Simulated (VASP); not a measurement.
# Ga3B2As5 (I-4m2) in VASP: notebook

Runs on Ga3B2As5. Level: PBE. Tasks: single point.

All numbers are computed with VASP 6.6.1; they aren't measurements. Logs are shortened: lines on timing, memory, paths and dates and some standing lists are left out, and cuts for length are marked.

### Step 1. The cell of the first run

Symmetry: I-4m2, No. 119, tetragonal system. The conventional cell has a = 3.777 Å, b = 3.777 Å, c = 26.704 Å, α = 90.00°, β = 90.00°, γ = 90.00°. Ga (site symmetry 2mm) has 4 As at 2.31 Å within 3.1 Å. Ga (site symmetry -4m2) has 4 As at 2.31 Å within 3.1 Å. B (site symmetry 2mm) has 4 As at 2.31 Å within 3.1 Å. Within 3.1 Å of As (site symmetry 2mm) lie 2 B at 2.31 Å and 2 Ga at 2.31 Å. Within 3.1 Å of As (site symmetry 2mm) lie 4 Ga at 2.31 Å. Within 3.1 Å of As (site symmetry -4m2) lie 4 B at 2.31 Å.

### Step 2. Single point, PBE

Contents of INCAR:

```
SYSTEM = Ga3B2As5
PREC = Accurate
ENCUT = 520
EDIFF = 1E-6
ISMEAR = 0
SIGMA = 0.1
LREAL = .False.
LASPH = .True.
NELM = 60
ALGO = Normal
ISIF = 2
LWAVE = .False.
LCHARG = .False.
GGA = PE
NBANDS = 46
```

Contents of KPOINTS:

```
regular mesh
0
Gamma
  6 6 6
  0 0 0
```

Contents of POSCAR:

```
Ga3B2As5
1.0
   -1.8882830200      1.8882830200     13.3521773100
    1.8882830200     -1.8882830200     13.3521773100
    1.8882830200      1.8882830200    -13.3521773100
Ga B As
3 2 5
Direct
    0.9000000000      0.9000000000      0.0000000000
    0.5000000000      0.5000000000      0.0000000000
    0.1000000000      0.1000000000      0.0000000000
    0.7000000000      0.7000000000      0.0000000000
    0.3000000000      0.3000000000      0.0000000000
    0.3500000000      0.8500000000      0.5000000000
    0.9500000000      0.4500000000      0.5000000000
    0.5500000000      0.0500000000      0.5000000000
    0.1500000000      0.6500000000      0.5000000000
    0.7500000000      0.2500000000      0.5000000000
```

Potentials or basis: VASP PAW PBE potentials, release 64 (Ga_d, B, As).

The run is started by

```
$ cat potpaw_PBE.64/Ga_d/POTCAR potpaw_PBE.64/B/POTCAR potpaw_PBE.64/As/POTCAR > POTCAR
$ mpirun -np 1 vasp_std > vasp.out
```

OUTCAR:

```text
SYSTEM = Ga3B2As5
   PREC = Accurate
   ENCUT = 520
   EDIFF = 1E-6
   ISMEAR = 0
   LREAL = .False.
   LASPH = .True.
   NELM = 60
   ISIF = 2
   GGA = PE

 ion  position               nearest neighbor table
   1  0.900  0.900  0.000-   6 2.31   6 2.31   7 2.31   7 2.31
   2  0.500  0.500  0.000-   7 2.31   8 2.31   8 2.31   7 2.31
   3  0.100  0.100  0.000-   9 2.31   9 2.31   8 2.31   8 2.31
   4  0.700  0.700  0.000-  10 2.31  10 2.31   9 2.31   9 2.31
   5  0.300  0.300  0.000-  10 2.31  10 2.31   6 2.31   6 2.31
   6  0.350  0.850  0.500-   1 2.31   1 2.31   5 2.31   5 2.31
   7  0.950  0.450  0.500-   2 2.31   2 2.31   1 2.31   1 2.31
   8  0.550  0.050  0.500-   2 2.31   2 2.31   3 2.31   3 2.31
   9  0.150  0.650  0.500-   3 2.31   3 2.31   4 2.31   4 2.31
  10  0.750  0.250  0.500-   4 2.31   5 2.31   5 2.31   4 2.31

  LATTYP: Found a body centered tetragonal cell.
 ALAT       =     3.7765660400
 C/A-ratio  =     7.0710678265

  Lattice vectors:

 A1 = (  -1.8882830200,   1.8882830200,  13.3521773100)
 A2 = (   1.8882830200,  -1.8882830200,  13.3521773100)
 A3 = (   1.8882830200,   1.8882830200, -13.3521773100)

Analysis of symmetry for initial positions (statically):
=====================================================================
 Subroutine PRICEL returns:
 Original cell was already a primitive cell.

 Routine SETGRP: Setting up the symmetry group for a
 body centered tetragonal supercell.

 Subroutine GETGRP returns: Found  8 space group operations
 (whereof  8 operations were pure point group operations)
 out of a pool of 16 trial point group operations.

The static configuration has the point symmetry D_2d.

Analysis of symmetry for dynamics (positions and initial velocities):
=====================================================================
 Subroutine PRICEL returns:
 Original cell was already a primitive cell.

 Routine SETGRP: Setting up the symmetry group for a
 body centered tetragonal supercell.

 Subroutine GETGRP returns: Found  8 space group operations
 (whereof  8 operations were pure point group operations)
 out of a pool of 16 trial point group operations.

The dynamic configuration has the point symmetry D_2d.

 Subroutine INISYM returns: Found  8 space group operations
 (whereof  8 operations are pure point group operations),
 and found     1 'primitive' translations

----------------------------------------------------------------------------------------

                                     Primitive cell

  volume of cell :     190.4348

  direct lattice vectors                    reciprocal lattice vectors
    -1.888283020  1.888283020 13.352177310     0.000000000  0.264790815  0.037447076
     1.888283020 -1.888283020 13.352177310     0.264790815  0.000000000  0.037447076
     1.888283020  1.888283020-13.352177310     0.264790815  0.264790815  0.000000000

  length of vectors
    13.616602529 13.616602529 13.616602529     0.267425614  0.267425614  0.374470762

  position of ions in fractional coordinates (direct lattice)
     0.900000000  0.900000000  0.000000000
     0.500000000  0.500000000  0.000000000
     0.100000000  0.100000000  0.000000000
     0.700000000  0.700000000  0.000000000
     0.300000000  0.300000000  0.000000000
     0.350000000  0.850000000  0.500000000
     0.950000000  0.450000000  0.500000000
     0.550000000  0.050000000  0.500000000
     0.150000000  0.650000000  0.500000000
     0.750000000  0.250000000  0.500000000

  ion indices of the primitive-cell ions
   primitive index   ion index
                 1           1
                 2           2
                 3           3
                 4           4
                 5           5
                 6           6
                 7           7
                 8           8
                 9           9
                10          10

----------------------------------------------------------------------------------------

 KPOINTS: regular mesh

Automatic generation of k-mesh.
 Grid dimensions read from file:
 generate k-points for:    6    6    6

 Generating k-lattice:

  Cartesian coordinates                     Fractional coordinates (reciprocal lattice)
     0.000000000  0.044131803  0.006241179     0.166666667  0.000000000  0.000000000
     0.044131803  0.000000000  0.006241179     0.000000000  0.166666667  0.000000000
     0.044131803  0.044131803  0.000000000     0.000000000  0.000000000  0.166666667

  Length of vectors
     0.044570936  0.044570936  0.062411794

  Shift w.r.t. Gamma in fractional coordinates (k-lattice)
     0.000000000  0.000000000  0.000000000

 Subroutine IBZKPT returns following result:
 ===========================================

 Found     30 irreducible k-points:

 Following reciprocal coordinates:
            Coordinates               Weight
  0.000000  0.000000  0.000000      1.000000
  0.166667 -0.000000  0.000000      8.000000
  0.333333  0.000000  0.000000      8.000000
  0.500000 -0.000000  0.000000      4.000000
  0.166667  0.166667  0.000000      8.000000
  0.333333  0.166667  0.000000     16.000000
[... 16 lines left out ...]
 -0.333333 -0.333333  0.166667      8.000000
 -0.166667 -0.333333  0.166667      8.000000
 [... further k-points ...]
   k-points           NKPTS =     30   k-points in BZ     NKDIM =     30   number of bands    NBANDS=     46
   number of dos      NEDOS =    301   number of ions     NIONS =     10
   total plane-waves  NPLWV = ******
   dimension x,y,z NGX =   108 NGY =  108 NGZ =  108
   dimension x,y,z NGXF=   216 NGYF=  216 NGZF=  216
   ions per type =               3   2   5
   NGX,Y,Z   is equivalent  to a cutoff of  13.19, 13.19, 13.19 a.u.
   NGXF,Y,Z  is equivalent  to a cutoff of  26.37, 26.37, 26.37 a.u.
 SYSTEM =  Ga3B2As5
   PREC   = accura    normal or accurate (medium, high low for compatibility)
   ISTART =      0    job   : 0-new  1-cont  2-samecut
   ICHARG =      2    charge: 1-file 2-atom 10-const
   ISPIN  =      1    spin polarized calculation?
   LNONCOLLINEAR =      F non collinear calculations
   LSORBIT =      F    spin-orbit coupling
   LASPH  =      T    aspherical Exc in radial PAW
   ENCUT  =  520.0 eV  38.22 Ry    6.18 a.u.  25.32 25.32 25.32*2*pi/ulx,y,z
   NELM   =     60;   NELMIN=  2; NELMDL= -5     # of ELM steps
   EDIFF  = 0.1E-05   stopping-criterion for ELM
   LREAL  =      F    real-space projection
   EDIFFG = 0.1E-04   stopping-criterion for IOM
   NSW    =      0    number of steps for IOM
   IBRION =     -1    ionic relax: 0-MD 1-quasi-New 2-CG
   NFREE  =      0    steps in history (QN), initial steepest desc. (CG)
   ISIF   =      2    stress and relaxation
   ISYM   =      2    0-nonsym 1-usesym 2-fastsym
   POTIM  = 0.5000    time-step for ionic-motion
   TEBEG  =    0.0;   TEEND  =   0.0 temperature during run
   PSTRESS=    0.0 pullay stress
   NELECT =      70.0000    total number of electrons
   NUPDOWN=      -1.0000    fix difference up-down
   EMIN   =  10.00;   EMAX   =-10.00  energy-range for DOS
   EFERMI =   0.00;   METHOD = LEGACY
   ISMEAR =     0;   SIGMA  =   0.10  broadening in eV -4-tet -1-fermi 0-gaus
   EFERMI_NEDOS =   21; number of points for ismear=-14 and -15
   IALGO  =     38    algorithm
   IMIX   =      4    mixing-type and parameters
     AMIX     =   0.40;   BMIX     =  1.00
     AMIX_MAG =   1.60;   BMIX_MAG =  1.00
  volume/ion in A,a.u.               =      19.04       128.51
  Fermi-wavevector in a.u.,A,eV,Ry     =   1.172714  2.216108 18.711521  1.375258
  Thomas-Fermi vector in A             =   2.309138
   LORBIT       =      0    0 simple, 1 ext, 2 COOP (PROOUT), +10 PAW based schemes
   GGA     = PE    functional components
   LHFCALC =     F    Hartree Fock is set to
   AEXX    =    0.0000 exact exchange contribution
   IVDW    =     0    specifies the selected vdW correction
   LEPSILON=     F    determine dielectric tensor
   LRPA    =     F    only Hartree local field effects (RPA)
 non-spin polarized calculation
 Gauss-broadening in eV      SIGMA  =   0.10
  energy-cutoff  :      520.00
  volume of cell :      190.43
 maximum number of plane-waves:      5145
 NGX is ok and might be reduce to   108
   NGX = 51   NGY = 51   NGZ = 51

 number of electron      69.9999993 magnetization

 Free energy of the ion-electron system (eV)
  ---------------------------------------------------
  ext. energy  EPLUGINS =         0.00000000
  ---------------------------------------------------
  free energy    TOTEN  =       -44.20508742 eV

  energy without entropy =      -44.20508742  energy(sigma->0) =      -44.20508742

 E-fermi :   5.0625     XC(G=0):  -9.9039

 val. band max:        4.6551485400   @ k =   0.0000   0.0000   0.0000
 cond. band min:       5.7858153364   @ k =   0.0000   0.0000   0.0000
 fundamental gap:      1.1306667964
 Fermi energy:         5.0624724071

 k-point     1 :       0.0000    0.0000    0.0000
  band No.  band energies     occupation
      1     -10.7664      2.00000
      2     -10.6579      2.00000
      3     -10.6034      2.00000
      4     -10.5851      2.00000
      5     -10.5851      2.00000
      6     -10.5160      2.00000
[... 38 lines left out ...]
     45       7.6892      0.00000
     46       8.4015      0.00000

 k-point     2 :       0.1667   -0.0000    0.0000
  band No.  band energies     occupation
      1     -10.7611      2.00000
      2     -10.6703      2.00000
      3     -10.5980      2.00000
      4     -10.5905      2.00000
      5     -10.5827      2.00000
      6     -10.5171      2.00000
[... 38 lines left out ...]
     45       8.2820      0.00000
     46       8.7812      0.00000

 k-point     3 :       0.3333    0.0000    0.0000
  band No.  band energies     occupation
      1     -10.7542      2.00000
      2     -10.7081      2.00000
      3     -10.6019      2.00000
      4     -10.5778      2.00000
      5     -10.5769      2.00000
      6     -10.5395      2.00000
[... 38 lines left out ...]
     45       9.3909      0.00000
     46       9.6356      0.00000

 k-point     4 :       0.5000   -0.0000    0.0000
  band No.  band energies     occupation
      1     -10.7509      2.00000
      2     -10.7297      2.00000
      3     -10.6078      2.00000
      4     -10.5752      2.00000
      5     -10.5673      2.00000
      6     -10.5506      2.00000
[... 920 lines left out ...]
     45       9.3307      0.00000
     46       9.5615      0.00000

 k-point    23 :      -0.3333   -0.3333    0.1667
  band No.  band energies     occupation
      1     -10.7579      2.00000
      2     -10.6853      2.00000
      3     -10.5923      2.00000
      4     -10.5902      2.00000
      5     -10.5796      2.00000
      6     -10.5156      2.00000
[... 38 lines left out ...]
     45       8.7872      0.00000
     46       9.3085      0.00000

 k-point    24 :      -0.1667   -0.3333    0.1667
  band No.  band energies     occupation
      1     -10.7612      2.00000
      2     -10.6702      2.00000
      3     -10.5982      2.00000
      4     -10.5905      2.00000
      5     -10.5827      2.00000
      6     -10.5171      2.00000
[... 38 lines left out ...]
     45       8.4552      0.00000
     46       8.9188      0.00000

 [... further k-points ...]

------------------------ aborting loop because EDIFF is reached ----------------------------------------

  FORCE on cell =-STRESS in cart. coord.  units (eV):
  Direction    XX          YY          ZZ          XY          YZ          ZX
  --------------------------------------------------------------------------------------
  -------------------------------------------------------------------------------------
  Total        6.3512298      6.3512298      5.6294268      0.0000000      0.0000000      0.0000000
  in kB       53.4345490     53.4345490     47.3618328      0.0000000      0.0000000      0.0000000
  external PRESSURE =      51.4103102 kB  Pullay stress =       0.0000000 kB

 VOLUME and BASIS-vectors are now :
 -----------------------------------------------------------------------------
  energy-cutoff  :      520.00
  volume of cell :      190.43
      direct lattice vectors                 reciprocal lattice vectors
    -1.888283020  1.888283020 13.352177310     0.000000000  0.264790815  0.037447076
     1.888283020 -1.888283020 13.352177310     0.264790815  0.000000000  0.037447076
     1.888283020  1.888283020-13.352177310     0.264790815  0.264790815  0.000000000

 POSITION                                       TOTAL-FORCE (eV/Angst)
 -----------------------------------------------------------------------------------
      0.00000      0.00000     24.03392        -0.000000      0.000000     -0.237898
      0.00000      0.00000     13.35218        -0.000000      0.000000     -0.000000
      0.00000      0.00000      2.67044        -0.000000      0.000000      0.237898
      0.00000      0.00000     18.69305        -0.000000      0.000000      0.162462
      0.00000      0.00000      8.01131        -0.000000      0.000000     -0.162462
      1.88828      0.00000      9.34652         0.000000     -0.000000     -3.390001
      0.00000      1.88828     12.01696        -0.000000      0.000000     -0.037737
      0.00000      1.88828      1.33522        -0.000000      0.000000      0.037737
      1.88828     -0.00000      4.00565         0.000000     -0.000000      3.390001
      0.00000      1.88828      6.67609        -0.000000      0.000000      0.000000
 -----------------------------------------------------------------------------------
    total drift:                               -0.000001      0.000001      0.000000

  FREE ENERGIE OF THE ION-ELECTRON SYSTEM (eV)
  ---------------------------------------------------
  free  energy   TOTEN  =       -44.2050874204 eV

  energy  without entropy=      -44.2050874204  energy(sigma->0) =      -44.20508742
```

Wall time 58 min (1 thread of Intel Xeon Platinum 8259CL at 2.50GHz (Skylake/Cascade Lake), shared host); peak memory 2 GiB.

Results:

```yaml
Free_energy: -44.2051 eV
Pressure: 5.1 GPa
Largest_force: 3.390 eV/Å
Band_gap_on_the_k_mesh: 1.13 eV
```

Forces on the atoms (eV/Å):
```
Ga   0.000  0.000 -0.238
Ga   0.000  0.000  0.000
Ga   0.000  0.000  0.238
B    0.000  0.000  0.162
B    0.000  0.000 -0.162
As   0.000  0.000 -3.390
As   0.000  0.000 -0.038
As   0.000  0.000  0.038
As   0.000  0.000  3.390
As   0.000  0.000  0.000
```

Caveat: the cell stands under pressure; forces of over 1 eV/Å act on the atoms, so gaps and moduli don't describe the material at rest. A k mesh can miss the band edges.

(Part 1 of 2 ends here.)
